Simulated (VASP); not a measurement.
# In (R-3m) in VASP: electric field gradients with PBEsol

Aim: the electric field gradients of In with PBEsol.

Program: VASP 6.6.1. These are calculated values, not measurements. Logs are shortened: lines on timing, memory, paths and dates and some standing lists are left out, and cuts for length are marked.

**1. The cell of the first run**

Symmetry: R-3m, No. 166, trigonal system. Conventional cell: a = 3.317 Å, b = 3.317 Å, c = 24.457 Å, α = 90.00°, β = 90.00°, γ = 120.00°. Within 4.4 Å of In (site symmetry -3m) lie 12 In at 3.32 to 3.33 Å. Within 4.4 Å of In (site symmetry 3m) lie 12 In at 3.32 to 3.33 Å.

**2. Electric field gradients, PBEsol (volume scaled by 0.98)**

Contents of INCAR:

```
PREC = Accurate
ENCUT = 520
EDIFF = 1E-8
ISMEAR = -1
SIGMA = 0.05
LREAL = F
LASPH = T
NELM = 60
ALGO = Normal
ISIF = 2
LWAVE = F
LCHARG = F
GGA = PS
LEFG = T
NBANDS = 26
```

Contents of KPOINTS:

```
regular mesh
0
Gamma
  14 14 14
```

Contents of POSCAR:

```
In
1.0
    1.6584308627      0.9574955050      8.1523779443
   -1.6584308627      0.9574955050      8.1523779443
    0.0000000000     -1.9149910101      8.1523779443
In
3
Direct
    0.0000000000      0.0000000000      0.0000000000
    0.7780122400      0.7780122400      0.7780122400
    0.2219877600      0.2219877600      0.2219877600
```

Potentials or basis: VASP PAW PBE potentials, release 64 (In_d).

On the command line:

```bash
$ cat potpaw_PBE.64/In_d/POTCAR > POTCAR
$ mpirun -np 1 vasp_std > vasp.out
```

OUTCAR:

```text
PREC = Accurate
   ENCUT = 520
   EDIFF = 1E-8
   ISMEAR = -1
   LREAL = F
   LASPH = T
   NELM = 60
   ISIF = 2
   GGA = PS

 ion  position               nearest neighbor table
   1  0.000  0.000  0.000-   2 3.33   2 3.33   3 3.33   3 3.33   2 3.33   3 3.33
   2  0.778  0.778  0.778-   3 3.32   3 3.32   3 3.32   1 3.33   1 3.33   1 3.33
   3  0.222  0.222  0.222-   2 3.32   2 3.32   2 3.32   1 3.33   1 3.33   1 3.33

  LATTYP: Found a trigonal (rhomboedric) cell.
 ALAT       =     8.3742735037
 COS(alpha) =     0.9215612875

  Lattice vectors:

 A1 = (   1.6584308627,   0.9574955050,   8.1523779443)
 A2 = (  -1.6584308627,   0.9574955050,   8.1523779443)
 A3 = (   0.0000000000,  -1.9149910101,   8.1523779443)

Analysis of symmetry for initial positions (statically):
=====================================================================
 Subroutine PRICEL returns:
 Original cell was already a primitive cell.

 Routine SETGRP: Setting up the symmetry group for a
 trigonal (rhombohedral) supercell.

 Subroutine GETGRP returns: Found 12 space group operations
 (whereof 12 operations were pure point group operations)
 out of a pool of 12 trial point group operations.

The static configuration has the point symmetry D_3d.

Analysis of symmetry for dynamics (positions and initial velocities):
=====================================================================
 Subroutine PRICEL returns:
 Original cell was already a primitive cell.

 Routine SETGRP: Setting up the symmetry group for a
 trigonal (rhombohedral) supercell.

 Subroutine GETGRP returns: Found 12 space group operations
 (whereof 12 operations were pure point group operations)
 out of a pool of 12 trial point group operations.

The dynamic configuration has the point symmetry D_3d.

 Subroutine INISYM returns: Found 12 space group operations
 (whereof 12 operations are pure point group operations),
 and found     1 'primitive' translations

----------------------------------------------------------------------------------------

                                     Primitive cell

  volume of cell :      77.6729

  direct lattice vectors                    reciprocal lattice vectors
     1.658430863  0.957495505  8.152377944     0.301489807  0.174065221  0.040887866
    -1.658430863  0.957495505  8.152377944    -0.301489807  0.174065221  0.040887866
     0.000000000 -1.914991010  8.152377944     0.000000000 -0.348130442  0.040887866

  length of vectors
     8.374273504  8.374273504  8.374273504     0.350523355  0.350523355  0.350523355

  position of ions in fractional coordinates (direct lattice)
     0.000000000  0.000000000  0.000000000
     0.778012240  0.778012240  0.778012240
     0.221987760  0.221987760  0.221987760

  ion indices of the primitive-cell ions
   primitive index   ion index
                 1           1
                 2           2
                 3           3

----------------------------------------------------------------------------------------

 KPOINTS: regular mesh

Automatic generation of k-mesh.
 Grid dimensions read from file:
 generate k-points for:   14   14   14

 Generating k-lattice:

  Cartesian coordinates                     Fractional coordinates (reciprocal lattice)
     0.021534986  0.012433230  0.002920562     0.071428571  0.000000000 -0.000000000
    -0.021534986  0.012433230  0.002920562     0.000000000  0.071428571 -0.000000000
     0.000000000 -0.024866460  0.002920562     0.000000000  0.000000000  0.071428571

  Length of vectors
     0.025037382  0.025037382  0.025037382

  Shift w.r.t. Gamma in fractional coordinates (k-lattice)
     0.000000000  0.000000000  0.000000000

 Subroutine IBZKPT returns following result:
 ===========================================

 Found    288 irreducible k-points:

 Following reciprocal coordinates:
            Coordinates               Weight
  0.000000  0.000000  0.000000      1.000000
  0.071429 -0.000000  0.000000      6.000000
  0.142857  0.000000  0.000000      6.000000
  0.214286 -0.000000  0.000000      6.000000
  0.285714  0.000000  0.000000      6.000000
  0.357143  0.000000  0.000000      6.000000
[... 16 lines left out ...]
  0.214286  0.142857  0.000000     12.000000
  0.285714  0.142857  0.000000     12.000000
 [... further k-points ...]
   k-points           NKPTS =    288   k-points in BZ     NKDIM =    288   number of bands    NBANDS=     26
   number of dos      NEDOS =    301   number of ions     NIONS =      3
   total plane-waves  NPLWV = 262144
   dimension x,y,z NGX =    64 NGY =   64 NGZ =   64
   dimension x,y,z NGXF=   128 NGYF=  128 NGZF=  128
   ions per type =               3
   NGX,Y,Z   is equivalent  to a cutoff of  12.71, 12.71, 12.71 a.u.
   NGXF,Y,Z  is equivalent  to a cutoff of  25.41, 25.41, 25.41 a.u.
 SYSTEM =  unknown system
   PREC   = accura    normal or accurate (medium, high low for compatibility)
   ISTART =      0    job   : 0-new  1-cont  2-samecut
   ICHARG =      2    charge: 1-file 2-atom 10-const
   ISPIN  =      1    spin polarized calculation?
   LNONCOLLINEAR =      F non collinear calculations
   LSORBIT =      F    spin-orbit coupling
   LASPH  =      T    aspherical Exc in radial PAW
   ENCUT  =  520.0 eV  38.22 Ry    6.18 a.u.  15.57 15.57 15.57*2*pi/ulx,y,z
   NELM   =     60;   NELMIN=  2; NELMDL= -5     # of ELM steps
   EDIFF  = 0.1E-07   stopping-criterion for ELM
   LREAL  =      F    real-space projection
   EDIFFG = 0.1E-06   stopping-criterion for IOM
   NSW    =      0    number of steps for IOM
   IBRION =     -1    ionic relax: 0-MD 1-quasi-New 2-CG
   NFREE  =      0    steps in history (QN), initial steepest desc. (CG)
   ISIF   =      2    stress and relaxation
   ISYM   =      2    0-nonsym 1-usesym 2-fastsym
   POTIM  = 0.5000    time-step for ionic-motion
   TEBEG  =    0.0;   TEEND  =   0.0 temperature during run
   PSTRESS=    0.0 pullay stress
   NELECT =      39.0000    total number of electrons
   NUPDOWN=      -1.0000    fix difference up-down
   EMIN   =  10.00;   EMAX   =-10.00  energy-range for DOS
   EFERMI =   0.00;   METHOD = LEGACY
   ISMEAR =    -1;   SIGMA  =   0.05  broadening in eV -4-tet -1-fermi 0-gaus
   EFERMI_NEDOS =   21; number of points for ismear=-14 and -15
   IALGO  =     38    algorithm
   IMIX   =      4    mixing-type and parameters
     AMIX     =   0.40;   BMIX     =  1.00
     AMIX_MAG =   1.60;   BMIX_MAG =  1.00
  volume/ion in A,a.u.               =      25.89       174.72
  Fermi-wavevector in a.u.,A,eV,Ry     =   1.301187  2.458887 23.035865  1.693088
  Thomas-Fermi vector in A             =   2.432337
   LORBIT       =      0    0 simple, 1 ext, 2 COOP (PROOUT), +10 PAW based schemes
   GGA     = PS    functional components
   LHFCALC =     F    Hartree Fock is set to
   AEXX    =    0.0000 exact exchange contribution
   IVDW    =     0    specifies the selected vdW correction
   LEPSILON=     F    determine dielectric tensor
   LRPA    =     F    only Hartree local field effects (RPA)
 non-spin polarized calculation
  energy-cutoff  :      520.00
  volume of cell :       77.67
 maximum number of plane-waves:      2124
 NGX is ok and might be reduce to    64
   NGX = 31   NGY = 31   NGZ = 31

 number of electron      38.9999999 magnetization

 Free energy of the ion-electron system (eV)
  ---------------------------------------------------
  ext. energy  EPLUGINS =         0.00000000
  ---------------------------------------------------
  free energy    TOTEN  =        -8.93737384 eV

  energy without entropy =       -8.92464138  energy(sigma->0) =       -8.93100761

 E-fermi :   7.4896     XC(G=0): -10.4555

 val. band max:        7.4767766798   @ k =  -0.4286   0.2143   0.2143
 cond. band min:       7.4902537646   @ k =  -0.2857   0.5000   0.0714
 fundamental gap:      0.0134770848
 Fermi energy:         7.4896358190

 k-point     1 :       0.0000    0.0000    0.0000
  band No.  band energies     occupation
      1      -7.1282      2.00000
      2      -7.1268      2.00000
      3      -7.0811      2.00000
      4      -7.0727      2.00000
      5      -7.0727      2.00000
      6      -7.0506      2.00000
[... 18 lines left out ...]
     25      17.8874      0.00000
     26      17.9038      0.00000
[... 644 lines left out ...]
      4      -7.0684      2.00000
      5      -7.0310      2.00000
      6      -7.0175      2.00000
[... 18 lines left out ...]
     25      13.9601      0.00000
     26      15.2972      0.00000

 [... further k-points ...]

------------------------ aborting loop because EDIFF is reached ----------------------------------------

  FORCE on cell =-STRESS in cart. coord.  units (eV):
  Direction    XX          YY          ZZ          XY          YZ          ZX
  --------------------------------------------------------------------------------------
  -------------------------------------------------------------------------------------
  Total       -0.2568838     -0.2568838     -0.1222935      0.0000000      0.0000000      0.0000000
  in kB       -5.2988007     -5.2988007     -2.5225757      0.0000000      0.0000000      0.0000000
  external PRESSURE =      -4.3733924 kB  Pullay stress =       0.0000000 kB

 VOLUME and BASIS-vectors are now :
 -----------------------------------------------------------------------------
  energy-cutoff  :      520.00
  volume of cell :       77.67
      direct lattice vectors                 reciprocal lattice vectors
     1.658430863  0.957495505  8.152377944     0.301489807  0.174065221  0.040887866
    -1.658430863  0.957495505  8.152377944    -0.301489807  0.174065221  0.040887866
     0.000000000 -1.914991010  8.152377944     0.000000000 -0.348130442  0.040887866

 POSITION                                       TOTAL-FORCE (eV/Angst)
 -----------------------------------------------------------------------------------
      0.00000      0.00000      0.00000         0.000000      0.000000     -0.000000
      0.00000     -0.00000     19.02795         0.000000      0.000000     -0.020612
      0.00000     -0.00000      5.42918         0.000000     -0.000000      0.020612
 -----------------------------------------------------------------------------------
    total drift:                                0.000000      0.000000     -0.000000

  FREE ENERGIE OF THE ION-ELECTRON SYSTEM (eV)
  ---------------------------------------------------
  free  energy   TOTEN  =        -8.9373738403 eV

  energy  without entropy=       -8.9246413839  energy(sigma->0) =       -8.93100761

 Electric field gradients (V/A^2)
---------------------------------------------------------------------
 ion       V_xx      V_yy      V_zz      V_xy      V_xz      V_yz
---------------------------------------------------------------------
   1      -1.216    -1.216     2.431     0.000     0.000     0.000
   2       2.284     2.284    -4.569     0.000     0.000     0.000
   3       2.284     2.284    -4.569     0.000    -0.000     0.000
---------------------------------------------------------------------

 Electric field gradients after diagonalization (V/A^2)
 (convention: |V_zz| > |V_xx| > |V_yy|)
----------------------------------------------------------------------
 ion       V_xx      V_yy      V_zz     asymmetry (V_yy - V_xx)/ V_zz
----------------------------------------------------------------------
   1      -1.216    -1.216     2.431       0.000
   2       2.284     2.284    -4.569       0.000
   3       2.284     2.284    -4.569       0.000
----------------------------------------------------------------------

           NMR quadrupolar parameters

 Cq : quadrupolar parameter    Cq=e*Q*V_zz/h
 eta: asymmetry parameters     (V_yy - V_xx)/ V_zz
 Q  : nuclear electric quadrupole moment in mb (millibarn)
----------------------------------------------------------------------
 ion       Cq(MHz)       eta       Q (mb)
----------------------------------------------------------------------
   1       0.006       0.000       1.000
   2      -0.011       0.000       1.000
   3      -0.011       0.000       1.000
----------------------------------------------------------------------
```

Run time: 28 min. Hardware: 1 thread of Intel Xeon 6975P-C (Granite Rapids), shared host; peak memory 0.82 GiB.

Results:

```yaml
Free_energy: -8.9374 eV
Pressure: -0.4 GPa
Largest_force: 0.021 eV/Å
```

Forces on the atoms (eV/Å):
```
In   0.000  0.000  0.000
In   0.000  0.000 -0.021
In   0.000  0.000  0.021
```

Stress tensor (GPa, compression positive):
```
-0.53  0.00  0.00
 0.00 -0.53  0.00
 0.00  0.00 -0.25
```

Electric field gradients, principal values (V/Å²):
```
atom   least  middle  greatest (by size)
1 In  -1.216  -1.216               2.431
2 In   2.284   2.284              -4.569
3 In   2.284   2.284              -4.569
```

Caveat: without QUAD_EFG the Cq values of the log hold for a quadrupole moment of 1 mb, not for the nuclei; the PAW data sets were made with another functional, which shifts forces and pressure a little; spin-orbit coupling is left out, which moves the levels of the heavy elements.
